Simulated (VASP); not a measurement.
# Ti4Al12H (a cell with a defect) in VASP: further runs

The runs below take Ti4Al12H (a cell with a defect) through single point, relaxation of the atoms, with PBE.

All numbers are computed with VASP 6.6.1; they aren't measurements. Logs are shortened: lines on timing, memory, paths and dates and some standing lists are left out, and cuts for length are marked.

**1. The cell of the first run**

The cell holds a defect, 17 atoms: a = 6.893 Å, b = 6.893 Å, c = 6.893 Å, α = 109.47°, β = 109.47°, γ = 109.47°.

**2. Single point, PBE**

INCAR

```
PREC = Accurate
ENCUT = 520
EDIFF = 1E-7
ISMEAR = 0
SIGMA = 0.1
LREAL = Auto
LASPH = T
NELM = 100
ALGO = Normal
ISIF = 2
LWAVE = F
LCHARG = F
GGA = PE
NBANDS = 56
```

KPOINTS

```
regular mesh
0
Gamma
  1 1 1
```

POSCAR

```
Ti4Al12H
1.0
   -3.9797267063      3.9797267063      3.9797267063
    3.9797267063     -3.9797267063      3.9797267063
    3.9797267063      3.9797267063     -3.9797267063
Ti Al H
4 12 1
Direct
    0.4978857820      0.4978857820      0.0000000000
    0.0021142180      0.0021142180      0.0000000000
    0.0000000000      0.5000000000      0.5000000000
    0.5000000000      0.0000000000      0.5000000000
    0.2500000000      0.2500000000      0.5000000000
    0.7500000000      0.7500000000      0.5000000000
    0.7500000000      0.2500000000      0.0000000000
    0.2500000000      0.7500000000      0.0000000000
    0.2500000000      0.5017979224      0.2517979224
    0.7500000000      0.0040530402      0.2540530402
    0.7500000000      0.4959469598      0.7459469598
    0.2500000000     -0.0017979224      0.7482020776
    0.5017979224      0.2500000000      0.2517979224
    0.0040530402      0.7500000000      0.2540530402
   -0.0017979224      0.2500000000      0.7482020776
    0.4959469598      0.7500000000      0.7459469598
    0.2500000000      0.2500000000      0.0000000000
```

Potentials or basis: VASP PAW PBE potentials, release 64 (Ti_sv, Al, H).

On the command line:

```bash
$ cat potpaw_PBE.64/Ti_sv/POTCAR potpaw_PBE.64/Al/POTCAR potpaw_PBE.64/H/POTCAR > POTCAR
$ mpirun -np 1 vasp_gam > vasp.out
```

OUTCAR:

```text
PREC = Accurate
   ENCUT = 520
   EDIFF = 1E-7
   ISMEAR = 0
   LREAL = Auto
   LASPH = T
   NELM = 100
   ISIF = 2
   GGA = PE

 ion  position               nearest neighbor table
   1  0.498  0.498  0.000-  12 2.81  15 2.81  13 2.81   9 2.81   7 2.81   8 2.81   6 2.81   5 2.81
                            10 2.85  11 2.85  16 2.85  14 2.85
   2  0.002  0.002  0.000-   9 2.81  13 2.81  12 2.81  15 2.81   7 2.81   8 2.81   5 2.81   6 2.81
                            10 2.85  14 2.85  11 2.85  16 2.85
   3  0.000  0.500  0.500-  10 2.79  11 2.79  14 2.79  16 2.79  12 2.80  13 2.80  15 2.80   9 2.80
                             8 2.81   5 2.81   6 2.81   7 2.81
   4  0.500  0.000  0.500-  10 2.79  11 2.79  14 2.79  16 2.79  15 2.80   9 2.80  13 2.80  12 2.80
                             7 2.81   5 2.81   6 2.81   8 2.81
   5  0.250  0.250  0.500-   3 2.81   4 2.81   9 2.81  12 2.81  13 2.81  15 2.81   1 2.81   2 2.81
                            16 2.81  11 2.81  14 2.81  10 2.81
   6  0.750  0.750  0.500-   3 2.81   4 2.81  12 2.81  15 2.81  13 2.81   9 2.81   2 2.81   1 2.81
                            16 2.81  10 2.81  14 2.81  11 2.81
   7  0.750  0.250  0.000-   3 2.81   4 2.81   9 2.81  12 2.81  13 2.81  15 2.81   1 2.81   2 2.81
                            11 2.81  10 2.81  16 2.81  14 2.81
   8  0.250  0.750  0.000-   4 2.81   3 2.81  13 2.81  15 2.81  12 2.81   9 2.81   1 2.81   2 2.81
                            16 2.81  10 2.81  14 2.81  11 2.81
   9  0.250  0.502  0.252-  17 2.00  16 2.78  14 2.78   4 2.80   3 2.80   2 2.81   1 2.81   7 2.81
                             6 2.81   8 2.81   5 2.81  15 2.83  13 2.83
  10  0.750  0.004  0.254-  13 2.78  15 2.78   3 2.79   4 2.79   7 2.81   5 2.81   6 2.81   8 2.81
                             1 2.85   2 2.85  14 2.86  16 2.86
  11  0.750  0.496  0.746-  13 2.78  15 2.78   3 2.79   4 2.79   8 2.81   6 2.81   7 2.81   5 2.81
                             2 2.85   1 2.85  16 2.86  14 2.86
  12  0.250  0.998  0.748-  17 2.00  16 2.78  14 2.78   3 2.80   4 2.80   1 2.81   2 2.81   7 2.81
                             8 2.81   5 2.81   6 2.81  15 2.83  13 2.83
  13  0.502  0.250  0.252-  17 2.00  11 2.78  10 2.78   3 2.80   4 2.80   2 2.81   1 2.81   8 2.81
                             6 2.81   7 2.81   5 2.81  12 2.83   9 2.83
  14  0.004  0.750  0.254-   9 2.78  12 2.78   3 2.79   4 2.79   8 2.81   5 2.81   6 2.81   7 2.81
                             2 2.85   1 2.85  10 2.86  11 2.86
  15  0.998  0.250  0.748-  17 2.00  11 2.78  10 2.78   4 2.80   3 2.80   1 2.81   2 2.81   8 2.81
                             5 2.81   7 2.81   6 2.81   9 2.83  12 2.83
  16  0.496  0.750  0.746-   9 2.78  12 2.78   3 2.79   4 2.79   8 2.81   6 2.81   7 2.81   5 2.81
                             2 2.85   1 2.85  10 2.86  11 2.86
  17  0.250  0.250  0.000-   9 2.00  12 2.00  13 2.00  15 2.00

  LATTYP: Found a body centered cubic cell.
 ALAT       =     7.9594534126

  Lattice vectors:

 A1 = (  -3.9797267063,   3.9797267063,   3.9797267063)
 A2 = (   3.9797267063,  -3.9797267063,   3.9797267063)
 A3 = (   3.9797267063,   3.9797267063,  -3.9797267063)

Analysis of symmetry for initial positions (statically):
=====================================================================
 Subroutine PRICEL returns:
 Original cell was already a primitive cell.

 Routine SETGRP: Setting up the symmetry group for a
 body centered cubic supercell.

 Subroutine GETGRP returns: Found 16 space group operations
 (whereof  8 operations were pure point group operations)
 out of a pool of 48 trial point group operations.

The static configuration has the point symmetry C_4v.
 The point group associated with its full space group is D_4h.

Analysis of symmetry for dynamics (positions and initial velocities):
=====================================================================
 Subroutine PRICEL returns:
 Original cell was already a primitive cell.

 Routine SETGRP: Setting up the symmetry group for a
 body centered cubic supercell.

 Subroutine GETGRP returns: Found 16 space group operations
 (whereof  8 operations were pure point group operations)
 out of a pool of 48 trial point group operations.

The dynamic configuration has the point symmetry C_4v.
 The point group associated with its full space group is D_4h.

 Subroutine INISYM returns: Found 16 space group operations
 (whereof  8 operations are pure point group operations),
 and found     1 'primitive' translations

----------------------------------------------------------------------------------------

                                     Primitive cell

  volume of cell :     252.1272

  direct lattice vectors                    reciprocal lattice vectors
    -3.979726706  3.979726706  3.979726706     0.000000000  0.125636768  0.125636768
     3.979726706 -3.979726706  3.979726706     0.125636768  0.000000000  0.125636768
     3.979726706  3.979726706 -3.979726706     0.125636768  0.125636768  0.000000000

  length of vectors
     6.893088856  6.893088856  6.893088856     0.177677221  0.177677221  0.177677221

  position of ions in fractional coordinates (direct lattice)
     0.497885782  0.497885782  0.000000000
     0.002114218  0.002114218  0.000000000
     0.000000000  0.500000000  0.500000000
     0.500000000  0.000000000  0.500000000
     0.250000000  0.250000000  0.500000000
     0.750000000  0.750000000  0.500000000
[... 9 lines left out ...]
     0.495946960  0.750000000  0.745946960
     0.250000000  0.250000000  0.000000000

  ion indices of the primitive-cell ions
   primitive index   ion index
                 1           1
                 2           2
                 3           3
                 4           4
                 5           5
                 6           6
[... 9 lines left out ...]
                16          16
                17          17

----------------------------------------------------------------------------------------

 KPOINTS: regular mesh

Automatic generation of k-mesh.
 Grid dimensions read from file:
 generate k-points for:    1    1    1

 Generating k-lattice:

  Cartesian coordinates                     Fractional coordinates (reciprocal lattice)
     0.000000000  0.125636768  0.125636768     1.000000000  0.000000000  0.000000000
     0.125636768  0.000000000  0.125636768     0.000000000  1.000000000  0.000000000
     0.125636768  0.125636768  0.000000000     0.000000000  0.000000000  1.000000000

  Length of vectors
     0.177677221  0.177677221  0.177677221

  Shift w.r.t. Gamma in fractional coordinates (k-lattice)
     0.000000000  0.000000000  0.000000000

 Subroutine IBZKPT returns following result:
 ===========================================

 Found      1 irreducible k-points:

 Following reciprocal coordinates:
            Coordinates               Weight
  0.000000  0.000000  0.000000      1.000000
   k-points           NKPTS =      1   k-points in BZ     NKDIM =      1   number of bands    NBANDS=     56
   number of dos      NEDOS =    301   number of ions     NIONS =     17
   total plane-waves  NPLWV = 157464
   dimension x,y,z NGX =    54 NGY =   54 NGZ =   54
   dimension x,y,z NGXF=   108 NGYF=  108 NGZF=  108
   ions per type =               4  12   1
   NGX,Y,Z   is equivalent  to a cutoff of  13.02, 13.02, 13.02 a.u.
   NGXF,Y,Z  is equivalent  to a cutoff of  26.05, 26.05, 26.05 a.u.
 SYSTEM =  unknown system
   PREC   = accura    normal or accurate (medium, high low for compatibility)
   ISTART =      0    job   : 0-new  1-cont  2-samecut
   ICHARG =      2    charge: 1-file 2-atom 10-const
   ISPIN  =      1    spin polarized calculation?
   LNONCOLLINEAR =      F non collinear calculations
   LSORBIT =      F    spin-orbit coupling
   LASPH  =      T    aspherical Exc in radial PAW
   ENCUT  =  520.0 eV  38.22 Ry    6.18 a.u.  12.82 12.82 12.82*2*pi/ulx,y,z
   NELM   =    100;   NELMIN=  2; NELMDL= -5     # of ELM steps
   EDIFF  = 0.1E-06   stopping-criterion for ELM
   LREAL  =      T    real-space projection
   EDIFFG = 0.1E-05   stopping-criterion for IOM
   NSW    =      0    number of steps for IOM
   IBRION =     -1    ionic relax: 0-MD 1-quasi-New 2-CG
   NFREE  =      0    steps in history (QN), initial steepest desc. (CG)
   ISIF   =      2    stress and relaxation
   ISYM   =      2    0-nonsym 1-usesym 2-fastsym
   POTIM  = 0.5000    time-step for ionic-motion
   TEBEG  =    0.0;   TEEND  =   0.0 temperature during run
   PSTRESS=    0.0 pullay stress
   NELECT =      85.0000    total number of electrons
   NUPDOWN=      -1.0000    fix difference up-down
   EMIN   =  10.00;   EMAX   =-10.00  energy-range for DOS
   EFERMI =   0.00;   METHOD = LEGACY
   ISMEAR =     0;   SIGMA  =   0.10  broadening in eV -4-tet -1-fermi 0-gaus
   EFERMI_NEDOS =   21; number of points for ismear=-14 and -15
   IALGO  =     38    algorithm
   IMIX   =      4    mixing-type and parameters
     AMIX     =   0.40;   BMIX     =  1.00
     AMIX_MAG =   1.60;   BMIX_MAG =  1.00
  volume/ion in A,a.u.               =      14.83       100.08
  Fermi-wavevector in a.u.,A,eV,Ry     =   1.139396  2.153146 17.663389  1.298222
  Thomas-Fermi vector in A             =   2.276099
   LORBIT       =      0    0 simple, 1 ext, 2 COOP (PROOUT), +10 PAW based schemes
   GGA     = PE    functional components
   LHFCALC =     F    Hartree Fock is set to
   AEXX    =    0.0000 exact exchange contribution
   IVDW    =     0    specifies the selected vdW correction
   LEPSILON=     F    determine dielectric tensor
   LRPA    =     F    only Hartree local field effects (RPA)
 non-spin polarized calculation
 Gauss-broadening in eV      SIGMA  =   0.10
  energy-cutoff  :      520.00
  volume of cell :      252.13
 maximum number of plane-waves:      3410
 NGX is ok and might be reduce to    50
   NGX = 25   NGY = 25   NGZ = 25

 number of electron      84.9999996 magnetization

 Free energy of the ion-electron system (eV)
  ---------------------------------------------------
  ext. energy  EPLUGINS =         0.00000000
  ---------------------------------------------------
  free energy    TOTEN  =       -80.83423383 eV

  energy without entropy =      -80.66639572  energy(sigma->0) =      -80.75031477

 E-fermi :   9.5612     XC(G=0): -10.7865

 val. band max:        9.5537976094   @ k =   0.0000   0.0000   0.0000
 cond. band min:       9.5761826673   @ k =   0.0000   0.0000   0.0000
 fundamental gap:      0.0223850579
 Fermi energy:         9.5611790778

 k-point     1 :       0.0000    0.0000    0.0000
  band No.  band energies     occupation
      1     -47.2672      2.00000
      2     -47.2657      2.00000
      3     -47.2655      2.00000
      4     -47.2655      2.00000
      5     -23.6571      2.00000
      6     -23.6293      2.00000
[... 46 lines left out ...]
     53      10.3065      0.00000
     54      10.5931      0.00000
 [bands above 54 left out]

------------------------ aborting loop because EDIFF is reached ----------------------------------------

  FORCE on cell =-STRESS in cart. coord.  units (eV):
  Direction    XX          YY          ZZ          XY          YZ          ZX
  --------------------------------------------------------------------------------------
  -------------------------------------------------------------------------------------
  Total        4.8585406      4.8585406      8.9361039      0.0000000     -0.0000000      0.0000000
  in kB       30.8742686     30.8742686     56.7857089      0.0000000     -0.0000000      0.0000000
  external PRESSURE =      39.5114154 kB  Pullay stress =       0.0000000 kB

 VOLUME and BASIS-vectors are now :
 -----------------------------------------------------------------------------
  energy-cutoff  :      520.00
  volume of cell :      252.13
      direct lattice vectors                 reciprocal lattice vectors
    -3.979726706  3.979726706  3.979726706     0.000000000  0.125636768  0.125636768
     3.979726706 -3.979726706  3.979726706     0.125636768  0.000000000  0.125636768
     3.979726706  3.979726706 -3.979726706     0.125636768  0.125636768  0.000000000

 POSITION                                       TOTAL-FORCE (eV/Angst)
 -----------------------------------------------------------------------------------
      0.00000      0.00000      3.96290         0.000000      0.000000     -0.047478
      0.00000      0.00000      0.01683         0.000000      0.000000      0.047478
      3.97973      0.00000      0.00000         0.000000      0.000000     -0.000000
      0.00000      3.97973      0.00000         0.000000      0.000000     -0.000000
      1.98986      1.98986      0.00000         0.000000      0.000000     -0.000000
      1.98986      1.98986      3.97973         0.000000      0.000000     -0.000000
[... 9 lines left out ...]
      3.97973      1.95760      1.98986         0.000000     -0.009845     -0.000000
      0.00000      0.00000      1.98986         0.000000      0.000000     -0.000000
 -----------------------------------------------------------------------------------
    total drift:                                0.000000      0.000000     -0.000000

  FREE ENERGIE OF THE ION-ELECTRON SYSTEM (eV)
  ---------------------------------------------------
  free  energy   TOTEN  =       -80.8342338259 eV

  energy  without entropy=      -80.6663957188  energy(sigma->0) =      -80.75031477
```

Wall time 57 s (1 thread of Intel Xeon Platinum 8488C (Sapphire Rapids), shared host); peak memory 0.35 GiB.

Results:

| Item | Value |
| --- | --- |
| Free energy | -80.8342 eV |
| Pressure | 4.0 GPa |
| Largest force | 0.047 eV/Å |

Forces on the atoms (eV/Å):
```
Ti   0.000  0.000 -0.047
Ti   0.000  0.000  0.047
Ti   0.000  0.000  0.000
Ti   0.000  0.000  0.000
Al   0.000  0.000  0.000
Al   0.000  0.000  0.000
Al   0.000  0.000  0.000
Al   0.000  0.000  0.000
Al  -0.011  0.000  0.000
Al   0.010  0.000  0.000
Al  -0.010  0.000  0.000
Al   0.011  0.000  0.000
Al   0.000 -0.011  0.000
Al   0.000  0.010  0.000
Al   0.000  0.011  0.000
Al   0.000 -0.010  0.000
H    0.000  0.000  0.000
```

Caveat: the k points lie up to 1.12 Å⁻¹ apart.

(Continued in part 2 of 2.)
